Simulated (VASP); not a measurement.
Al2Cl, 3 atoms in the cell. The structure is tetragonal, space group P4/mmm (No. 123). The conventional cell has a = 3.009 Å, b = 3.009 Å, c = 6.209 Å, α = 90.00°, β = 90.00°, γ = 90.00°. Within 3.4 Å of Al (site symmetry 4mm) lie 5 Al at 2.55 to 3.01 Å and 4 Cl at 2.81 Å. Cl (site symmetry 4/mmm) has 8 Al at 2.81 Å and 4 Cl at 3.01 Å within 3.7 Å. The cell was built from a structure type or drawn by symmetry, and may not be a known phase.

```yaml
Program: VASP 6.6.1
Task: relaxation of cell and atoms
Functional: PBE
Potentials_or_basis: VASP PAW PBE potentials, release 64 (Al, Cl)
Cutoff: 600 eV
k_mesh: 6 × 6 × 4
Occupations: gaussian, width 0.1 eV
Spin: no spin polarisation
Dipole_correction: no
Further_INCAR_settings: ALGO = Normal; EDIFF = 1e-06; IBRION = 2; EDIFFG = -0.04; NSW = 90; ISIF = 3
```

Potentials or basis: VASP PAW PBE potentials, release 64 (Al, Cl).

The run is started by

```bash
$ cat potpaw_PBE.64/Al/POTCAR potpaw_PBE.64/Cl/POTCAR > POTCAR
$ mpirun -np 1 vasp_std > vasp.out
```

Hardware: 1 thread of Intel(R) Xeon(R) 6975P-C (Granite Rapids) (shared host).

Problem. Estimate the wall time of this run.

Solution. It took 25 s on 1 thread of Intel(R) Xeon(R) 6975P-C (Granite Rapids), with other jobs on the host, peak memory 0.17 GiB. Counts: scf iterations 57, k points 30, ion steps 7.
